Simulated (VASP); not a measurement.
# Be2Cl3 (R-3c) in VASP: notebook

The runs below take Be2Cl3 through single point, relaxation of cell and atoms, with PBE.

All numbers are computed with VASP 6.6.1; they aren't measurements. Logs are shortened: lines on timing, memory, paths and dates and some standing lists are left out, and cuts for length are marked.

## 1. The cell of the first run

Symmetry: R-3c, No. 167, trigonal system. Conventional cell: a = 5.964 Å, b = 5.964 Å, c = 20.877 Å, α = 90.00°, β = 90.00°, γ = 120.00°. Within 2.7 Å of Be (site symmetry 3) lie 3 Cl at 2.02 Å and 1 Be at 2.37 Å. Within 2.7 Å of Cl (site symmetry 2) lie 2 Be at 2.02 Å.

## 2. Single point, PBE

INCAR

```
SYSTEM = Be2Cl3
PREC = Accurate
ENCUT = 520
EDIFF = 1E-7
ISMEAR = 0
SIGMA = 0.1
LREAL = .FALSE.
LASPH = .TRUE.
NELM = 60
ALGO = Normal
ISIF = 2
LWAVE = .FALSE.
LCHARG = .TRUE.
GGA = PE
LELF = .TRUE.
LVHAR = .TRUE.
NBANDS = 36
```

KPOINTS

```
regular mesh
0
G
  3 3 3
  0 0 0
```

POSCAR

```
Be2Cl3
1.0
    2.9817633988      1.7215219009      6.9590437613
   -2.9817633988      1.7215219009      6.9590437613
    0.0000000000     -3.4430438019      6.9590437613
Be Cl
4 6
Direct
    0.9433199628      0.9433199628      0.9433199628
    0.5566800372      0.5566800372      0.5566800372
    0.0566800372      0.0566800372      0.0566800372
    0.4433199628      0.4433199628      0.4433199628
    0.0984420445      0.4015579555      0.7500000000
    0.7500000000      0.0984420445      0.4015579555
    0.4015579555      0.7500000000      0.0984420445
    0.9015579555      0.5984420445      0.2500000000
    0.2500000000      0.9015579555      0.5984420445
    0.5984420445      0.2500000000      0.9015579555
```

Potentials or basis: VASP PAW PBE potentials, release 64 (Be, Cl).

Launch:

```console
$ cat potpaw_PBE.64/Be/POTCAR potpaw_PBE.64/Cl/POTCAR > POTCAR
$ mpirun -np 1 vasp_std > vasp.out
```

OUTCAR:

```text
SYSTEM = Be2Cl3
   PREC = Accurate
   ENCUT = 520
   EDIFF = 1E-7
   ISMEAR = 0
   LREAL = .FALSE.
   LASPH = .TRUE.
   NELM = 60
   ISIF = 2
   GGA = PE

 ion  position               nearest neighbor table
   1  0.943  0.943  0.943-   8 2.02   9 2.02  10 2.02   3 2.37
   2  0.557  0.557  0.557-   8 2.02  10 2.02   9 2.02   4 2.37
   3  0.057  0.057  0.057-   5 2.02   6 2.02   7 2.02   1 2.37
   4  0.443  0.443  0.443-   5 2.02   7 2.02   6 2.02   2 2.37
   5  0.098  0.402  0.750-   3 2.02   4 2.02
   6  0.750  0.098  0.402-   3 2.02   4 2.02
   7  0.402  0.750  0.098-   4 2.02   3 2.02
   8  0.902  0.598  0.250-   1 2.02   2 2.02
   9  0.250  0.902  0.598-   1 2.02   2 2.02
  10  0.598  0.250  0.902-   2 2.02   1 2.02

  LATTYP: Found a trigonal (rhomboedric) cell.
 ALAT       =     7.7642025150
 COS(alpha) =     0.7050267418

  Lattice vectors:

 A1 = (   2.9817633988,   1.7215219009,   6.9590437613)
 A2 = (  -2.9817633988,   1.7215219009,   6.9590437613)
 A3 = (   0.0000000000,  -3.4430438019,   6.9590437613)

Analysis of symmetry for initial positions (statically):
=====================================================================
 Subroutine PRICEL returns:
 Original cell was already a primitive cell.

 Routine SETGRP: Setting up the symmetry group for a
 trigonal (rhombohedral) supercell.

 Subroutine GETGRP returns: Found 12 space group operations
 (whereof  6 operations were pure point group operations)
 out of a pool of 12 trial point group operations.

The static configuration has the point symmetry S_6 .
 The point group associated with its full space group is D_3d.

Analysis of symmetry for dynamics (positions and initial velocities):
=====================================================================
 Subroutine PRICEL returns:
 Original cell was already a primitive cell.

 Routine SETGRP: Setting up the symmetry group for a
 trigonal (rhombohedral) supercell.

 Subroutine GETGRP returns: Found 12 space group operations
 (whereof  6 operations were pure point group operations)
 out of a pool of 12 trial point group operations.

The dynamic configuration has the point symmetry S_6 .
 The point group associated with its full space group is D_3d.

 Subroutine INISYM returns: Found 12 space group operations
 (whereof  6 operations are pure point group operations),
 and found     1 'primitive' translations

----------------------------------------------------------------------------------------

                                     Primitive cell

  volume of cell :     214.3318

  direct lattice vectors                    reciprocal lattice vectors
     2.981763399  1.721521901  6.959043761     0.167686008  0.096813562  0.047899301
    -2.981763399  1.721521901  6.959043761    -0.167686008  0.096813562  0.047899301
     0.000000000 -3.443043802  6.959043761     0.000000000 -0.193627123  0.047899301

  length of vectors
     7.764202515  7.764202515  7.764202515     0.199463796  0.199463796  0.199463796

  position of ions in fractional coordinates (direct lattice)
     0.943319963  0.943319963  0.943319963
     0.556680037  0.556680037  0.556680037
     0.056680037  0.056680037  0.056680037
     0.443319963  0.443319963  0.443319963
     0.098442044  0.401557956  0.750000000
     0.750000000  0.098442044  0.401557956
     0.401557956  0.750000000  0.098442044
     0.901557956  0.598442044  0.250000000
     0.250000000  0.901557956  0.598442044
     0.598442044  0.250000000  0.901557956

  ion indices of the primitive-cell ions
   primitive index   ion index
                 1           1
                 2           2
                 3           3
                 4           4
                 5           5
                 6           6
                 7           7
                 8           8
                 9           9
                10          10

----------------------------------------------------------------------------------------

 KPOINTS: regular mesh

Automatic generation of k-mesh.
 Grid dimensions read from file:
 generate k-points for:    3    3    3

 Generating k-lattice:

  Cartesian coordinates                     Fractional coordinates (reciprocal lattice)
     0.055895336  0.032271187  0.015966434     0.333333333  0.000000000 -0.000000000
    -0.055895336  0.032271187  0.015966434     0.000000000  0.333333333 -0.000000000
     0.000000000 -0.064542374  0.015966434    -0.000000000 -0.000000000  0.333333333

  Length of vectors
     0.066487932  0.066487932  0.066487932

  Shift w.r.t. Gamma in fractional coordinates (k-lattice)
     0.000000000  0.000000000  0.000000000

 Subroutine IBZKPT returns following result:
 ===========================================

 Found      6 irreducible k-points:

 Following reciprocal coordinates:
            Coordinates               Weight
  0.000000  0.000000  0.000000      1.000000
  0.333333 -0.000000  0.000000      6.000000
  0.333333  0.333333  0.000000      6.000000
 -0.333333  0.333333  0.000000      6.000000
  0.333333  0.333333  0.333333      2.000000
 -0.333333  0.333333  0.333333      6.000000
   k-points           NKPTS =      6   k-points in BZ     NKDIM =      6   number of bands    NBANDS=     36
   number of dos      NEDOS =    301   number of ions     NIONS =     10
   total plane-waves  NPLWV = 216000
   dimension x,y,z NGX =    60 NGY =   60 NGZ =   60
   dimension x,y,z NGXF=   120 NGYF=  120 NGZF=  120
   ions per type =               4   6
   NGX,Y,Z   is equivalent  to a cutoff of  12.85, 12.85, 12.85 a.u.
   NGXF,Y,Z  is equivalent  to a cutoff of  25.69, 25.69, 25.69 a.u.
 SYSTEM =  Be2Cl3
   PREC   = accura    normal or accurate (medium, high low for compatibility)
   ISTART =      0    job   : 0-new  1-cont  2-samecut
   ICHARG =      2    charge: 1-file 2-atom 10-const
   ISPIN  =      1    spin polarized calculation?
   LNONCOLLINEAR =      F non collinear calculations
   LSORBIT =      F    spin-orbit coupling
   LASPH  =      T    aspherical Exc in radial PAW
   ENCUT  =  520.0 eV  38.22 Ry    6.18 a.u.  14.44 14.44 14.44*2*pi/ulx,y,z
   NELM   =     60;   NELMIN=  2; NELMDL= -5     # of ELM steps
   EDIFF  = 0.1E-06   stopping-criterion for ELM
   LREAL  =      F    real-space projection
   EDIFFG = 0.1E-05   stopping-criterion for IOM
   NSW    =      0    number of steps for IOM
   IBRION =     -1    ionic relax: 0-MD 1-quasi-New 2-CG
   NFREE  =      0    steps in history (QN), initial steepest desc. (CG)
   ISIF   =      2    stress and relaxation
   ISYM   =      2    0-nonsym 1-usesym 2-fastsym
   POTIM  = 0.5000    time-step for ionic-motion
   TEBEG  =    0.0;   TEEND  =   0.0 temperature during run
   PSTRESS=    0.0 pullay stress
   NELECT =      50.0000    total number of electrons
   NUPDOWN=      -1.0000    fix difference up-down
   EMIN   =  10.00;   EMAX   =-10.00  energy-range for DOS
   EFERMI =   0.00;   METHOD = LEGACY
   ISMEAR =     0;   SIGMA  =   0.10  broadening in eV -4-tet -1-fermi 0-gaus
   EFERMI_NEDOS =   21; number of points for ismear=-14 and -15
   IALGO  =     38    algorithm
   IMIX   =      4    mixing-type and parameters
     AMIX     =   0.40;   BMIX     =  1.00
     AMIX_MAG =   1.60;   BMIX_MAG =  1.00
  volume/ion in A,a.u.               =      21.43       144.64
  Fermi-wavevector in a.u.,A,eV,Ry     =   1.007788  1.904444 13.818584  1.015637
  Thomas-Fermi vector in A             =   2.140615
   LORBIT       =      0    0 simple, 1 ext, 2 COOP (PROOUT), +10 PAW based schemes
   GGA     = PE    functional components
   LHFCALC =     F    Hartree Fock is set to
   AEXX    =    0.0000 exact exchange contribution
   IVDW    =     0    specifies the selected vdW correction
   LEPSILON=     F    determine dielectric tensor
   LRPA    =     F    only Hartree local field effects (RPA)
 non-spin polarized calculation
 Gauss-broadening in eV      SIGMA  =   0.10
  energy-cutoff  :      520.00
  volume of cell :      214.33
 maximum number of plane-waves:      5780
 NGX is ok and might be reduce to    60
   NGX = 29   NGY = 29   NGZ = 29

 number of electron      49.9999996 magnetization

 Free energy of the ion-electron system (eV)
  ---------------------------------------------------
  ext. energy  EPLUGINS =         0.00000000
  ---------------------------------------------------
  free energy    TOTEN  =       -35.03369436 eV

  energy without entropy =      -34.98819846  energy(sigma->0) =      -35.01094641

 E-fermi :   2.8815     XC(G=0):  -8.0359

 val. band max:        2.8760929058   @ k =  -0.3333   0.3333   0.3333
 cond. band min:       2.9358641895   @ k =  -0.3333   0.3333   0.3333
 fundamental gap:      0.0597712837
 Fermi energy:         2.8815292173

 k-point     1 :       0.0000    0.0000    0.0000
  band No.  band energies     occupation
      1     -14.7043      2.00000
      2     -14.4727      2.00000
      3     -13.8635      2.00000
      4     -13.8635      2.00000
      5     -13.8233      2.00000
      6     -13.8233      2.00000
[... 28 lines left out ...]
     35       8.9981      0.00000
     36       9.5640      0.00000

 k-point     2 :       0.3333   -0.0000    0.0000
  band No.  band energies     occupation
      1     -14.5061      2.00000
      2     -14.3233      2.00000
      3     -14.0545      2.00000
      4     -13.9660      2.00000
      5     -13.9048      2.00000
      6     -13.8844      2.00000
[... 28 lines left out ...]
     35       8.4646      0.00000
     36       8.7672      0.00000

 k-point     3 :       0.3333    0.3333    0.0000
  band No.  band energies     occupation
      1     -14.4911      2.00000
      2     -14.3370      2.00000
      3     -14.0154      2.00000
      4     -14.0088      2.00000
      5     -13.9329      2.00000
      6     -13.8559      2.00000
[... 28 lines left out ...]
     35       8.5131      0.00000
     36       8.6988      0.00000

 k-point     4 :      -0.3333    0.3333    0.0000
  band No.  band energies     occupation
      1     -14.2370      2.00000
      2     -14.2294      2.00000
      3     -14.1537      2.00000
      4     -14.1420      2.00000
      5     -13.9645      2.00000
      6     -13.9604      2.00000
[... 28 lines left out ...]
     35       8.4725      0.00000
     36       8.7766      0.00000

 k-point     5 :       0.3333    0.3333    0.3333
  band No.  band energies     occupation
      1     -14.6488      2.00000
      2     -14.5331      2.00000
      3     -13.8536      2.00000
      4     -13.8536      2.00000
      5     -13.8335      2.00000
      6     -13.8335      2.00000
[... 28 lines left out ...]
     35       9.4071      0.00000
     36       9.7583      0.00000

 k-point     6 :      -0.3333    0.3333    0.3333
  band No.  band energies     occupation
      1     -14.4307      2.00000
      2     -14.4014      2.00000
      3     -14.0589      2.00000
      4     -13.9631      2.00000
      5     -13.9227      2.00000
      6     -13.8661      2.00000
[... 28 lines left out ...]
     35       8.5885      0.00000
     36       8.8633      0.00000

------------------------ aborting loop because EDIFF is reached ----------------------------------------

  FORCE on cell =-STRESS in cart. coord.  units (eV):
  Direction    XX          YY          ZZ          XY          YZ          ZX
  --------------------------------------------------------------------------------------
  -------------------------------------------------------------------------------------
  Total       -0.0547588     -0.0547588      0.4529384      0.0000000     -0.0000000      0.0000000
  in kB       -0.4093339     -0.4093339      3.3858144      0.0000000     -0.0000000      0.0000000
  external PRESSURE =       0.8557156 kB  Pullay stress =       0.0000000 kB

 VOLUME and BASIS-vectors are now :
 -----------------------------------------------------------------------------
  energy-cutoff  :      520.00
  volume of cell :      214.33
      direct lattice vectors                 reciprocal lattice vectors
     2.981763399  1.721521901  6.959043761     0.167686008  0.096813562  0.047899301
    -2.981763399  1.721521901  6.959043761    -0.167686008  0.096813562  0.047899301
     0.000000000 -3.443043802  6.959043761     0.000000000 -0.193627123  0.047899301

 POSITION                                       TOTAL-FORCE (eV/Angst)
 -----------------------------------------------------------------------------------
      0.00000     -0.00000     19.69381        -0.000000      0.000000     -0.010048
      0.00000     -0.00000     11.62188        -0.000000     -0.000000      0.010048
      0.00000     -0.00000      1.18332        -0.000000     -0.000000      0.010048
      0.00000     -0.00000      9.25525        -0.000000      0.000000     -0.010048
     -0.90382     -1.72152      8.69880        -0.003398     -0.000000      0.000000
      1.94279      0.07803      8.69880         0.001699     -0.002943     -0.000000
     -1.03897      1.64349      8.69880         0.001699      0.002943     -0.000000
      0.90382      1.72152     12.17833         0.003398     -0.000000      0.000000
     -1.94279     -0.07803     12.17833        -0.001699      0.002943     -0.000000
      1.03897     -1.64349     12.17833        -0.001699     -0.002943     -0.000000
 -----------------------------------------------------------------------------------
    total drift:                                0.000000      0.000000     -0.000000

  FREE ENERGIE OF THE ION-ELECTRON SYSTEM (eV)
  ---------------------------------------------------
  free  energy   TOTEN  =       -35.0336943637 eV

  energy  without entropy=      -34.9881984635  energy(sigma->0) =      -35.01094641
```

Wall time 3.9 min (1 thread of Intel Xeon 8259CL, shared host); peak memory 0.49 GiB.

What came out:

| Item | Value |
| --- | --- |
| Free energy | -35.0337 eV |
| Pressure | 0.1 GPa |
| Largest force | 0.010 eV/Å |
| Band gap on the k mesh | zero (bands 25 and 26 overlap by 0.01 eV) |

Forces on the atoms (eV/Å):
```
Be   0.000  0.000 -0.010
Be   0.000  0.000  0.010
Be   0.000  0.000  0.010
Be   0.000  0.000 -0.010
Cl  -0.003  0.000  0.000
Cl   0.002 -0.003  0.000
Cl   0.002  0.003  0.000
Cl   0.003  0.000  0.000
Cl  -0.002  0.003  0.000
Cl  -0.002 -0.003  0.000
```

Stress tensor (GPa, compression positive):
```
-0.04  0.00  0.00
 0.00 -0.04  0.00
 0.00  0.00  0.34
```

Levels at points of the mesh, in eV from the Fermi level:
```
           k point  band 22  band 23  band 24  band 25  band 26  band 27  band 28  band 29
(0.00, 0.00, 0.00)    -3.87    -3.79    -3.79    -1.34     1.31     3.18     3.40     3.40
```

Caveat: the k points lie up to 0.42 Å⁻¹ apart.

## 3. Relaxation of cell and atoms, PBE

This run uses another cell than the first one, of 18.91 Å³/atom.

INCAR

```
PREC = Accurate
ENCUT = 600
EDIFF = 1E-6
ISMEAR = 0
SIGMA = 0.1
LREAL = False
LASPH = True
NELM = 80
ALGO = Normal
ISIF = 3
LWAVE = False
LCHARG = False
GGA = PE
IBRION = 2
NSW = 90
EDIFFG = -0.04
```

KPOINTS

```
Automatic mesh
0
Gamma
  3 3 3
```

POSCAR

```
Be2Cl3
1.0
    3.1067892359      1.7937056016      5.6548229577
   -3.1067892359      1.7937056016      5.6548229577
    0.0000000000     -3.5874112034      5.6548229577
Be Cl
4 6
Direct
    0.8521800000      0.8521800000      0.8521800000
    0.6478200000      0.6478200000      0.6478200000
    0.1478200000      0.1478200000      0.1478200000
    0.3521800000      0.3521800000      0.3521800000
    0.0562500000      0.4437500000      0.7500000000
    0.7500000000      0.0562500000      0.4437500000
    0.4437500000      0.7500000000      0.0562500000
    0.9437500000      0.5562500000      0.2500000000
    0.2500000000      0.9437500000      0.5562500000
    0.5562500000      0.2500000000      0.9437500000
```

Potentials or basis: VASP PAW PBE potentials, release 64 (Be, Cl).

Launch:

```console
$ cat potpaw_PBE.64/Be/POTCAR potpaw_PBE.64/Cl/POTCAR > POTCAR
$ mpirun -np 1 vasp_std > vasp.out
```

Run time: 39 min. Hardware: 1 thread of Intel Xeon 8259CL, shared host; peak memory 0.43 GiB.

Results (log left out):

* Free energy: -32.7257 eV
* Relaxed volume: 26.02 Å³/atom
* Relaxed cell: a = 9.144 Å, b = 9.144 Å, c = 9.144 Å, α = 38.00°, β = 38.00°, γ = 38.00°
* Space group after relaxing (to 0.1 Å): R-3c (No. 167)
* Energy gained by relaxing: 355.3 meV/atom
* Ionic steps: 30
* Pressure after relaxing: 0.0 GPa
* Largest force after relaxing: 0.018 eV/Å
* Band gap on the k mesh: zero (bands 25 and 26 overlap by 0.37 eV)

Forces in eV/Å, atoms in the order of the input:
```
Be   0.000  0.000  0.003
Be   0.000  0.000 -0.003
Be   0.000  0.000 -0.003
Be   0.000  0.000  0.003
Cl  -0.018  0.000  0.000
Cl   0.009 -0.016  0.000
Cl   0.009  0.016  0.000
Cl   0.018  0.000  0.000
Cl  -0.009  0.016  0.000
Cl  -0.009 -0.016  0.000
```

Step by step:
| step | energy change (eV) | largest force (eV/Å) | pressure (GPa) | volume (Å³) |
| --- | --- | --- | --- | --- |
| 1 | 0.0000 | 0.5531 | -4.37 | 189.07 |
| 2 | -0.4651 | 0.6146 | -2.71 | 175.29 |
| 3 | -0.7037 | 0.5172 | 5.10 | 150.08 |
| 4 | -0.7723 | 0.5744 | 1.08 | 159.43 |
| 5 | -0.7781 | 0.5553 | 1.88 | 157.30 |
| 6 | -1.0055 | 0.5900 | 2.34 | 156.79 |
| 7 | -1.1178 | 0.6356 | 4.06 | 155.94 |
| 8 | -1.3591 | 0.7669 | 2.59 | 163.18 |
| 9 | -1.9978 | 1.0378 | -0.31 | 186.17 |
| 10 | -2.7765 | 0.8854 | -2.65 | 238.17 |
| 11 | -3.0188 | 0.6449 | -1.86 | 243.68 |
| 12 | -3.2036 | 0.2866 | -0.74 | 251.21 |
| 13 | -3.0292 | 0.4829 | 1.33 | 266.28 |
| 14 | -3.2292 | 0.2562 | -0.08 | 255.34 |
| 15 | -3.2304 | 0.2388 | -0.19 | 254.59 |
| 16 | -3.2487 | 0.2408 | -0.14 | 253.43 |
| 17 | -3.3001 | 0.2433 | 0.04 | 249.98 |
| 18 | -3.3854 | 0.2396 | 0.40 | 243.13 |
| 19 | -3.4630 | 0.1672 | 1.17 | 229.61 |
| 20 | -3.4847 | 0.1012 | 0.52 | 231.28 |
| 21 | -3.4868 | 0.1210 | 0.24 | 232.02 |
| 22 | -3.4912 | 0.1132 | 0.23 | 232.84 |
| 23 | -3.5035 | 0.0894 | 0.19 | 235.29 |
| 24 | -3.5228 | 0.0412 | 0.12 | 240.23 |
| 25 | -3.5406 | 0.0576 | 0.00 | 250.19 |
| 26 | -3.5409 | 0.0753 | -0.02 | 252.02 |
| 27 | -3.5470 | 0.0788 | 0.32 | 253.77 |
| 28 | -3.5470 | 0.0790 | 0.33 | 253.83 |
| 29 | -3.5505 | 0.0568 | 0.23 | 255.61 |
| 30 | -3.5535 | 0.0183 | -0.05 | 260.16 |

Final structure:
```yaml
crystal:
  lattice:
    - [2.97718, 1.71888, 8.47296]
    - [-2.97718, 1.71888, 8.47296]
    - [0.00000, -3.43775, 8.47296]
  atoms:
    - { symbol: Be, position: [0.89794, 0.89794, 0.89794] }
    - { symbol: Be, position: [0.60206, 0.60206, 0.60206] }
    - { symbol: Be, position: [0.10206, 0.10206, 0.10206] }
    - { symbol: Be, position: [0.39794, 0.39794, 0.39794] }
    - { symbol: Cl, position: [0.10111, 0.39889, 0.75000] }
    - { symbol: Cl, position: [0.75000, 0.10111, 0.39889] }
    - { symbol: Cl, position: [0.39889, 0.75000, 0.10111] }
    - { symbol: Cl, position: [0.89889, 0.60111, 0.25000] }
    - { symbol: Cl, position: [0.25000, 0.89889, 0.60111] }
    - { symbol: Cl, position: [0.60111, 0.25000, 0.89889] }
```

Levels at points of the mesh, in eV from the Fermi level:
| k point | band 21 | band 22 | band 23 | band 24 | band 25 | band 26 | band 27 | band 28 | band 29 | band 30 |
| --- | --- | --- | --- | --- | --- | --- | --- | --- | --- | --- |
| (0.00, 0.00, 0.00) | -5.68 | -5.68 | -5.65 | -5.65 | -1.12 | 0.27 | 1.51 | 1.60 | 2.14 | 2.39 |

Caveat: the k points lie up to 0.41 Å⁻¹ apart in the final cell; the volume moved by over 15 % at a fixed basis, so the end points are rough.

[end of part 1 of 2]
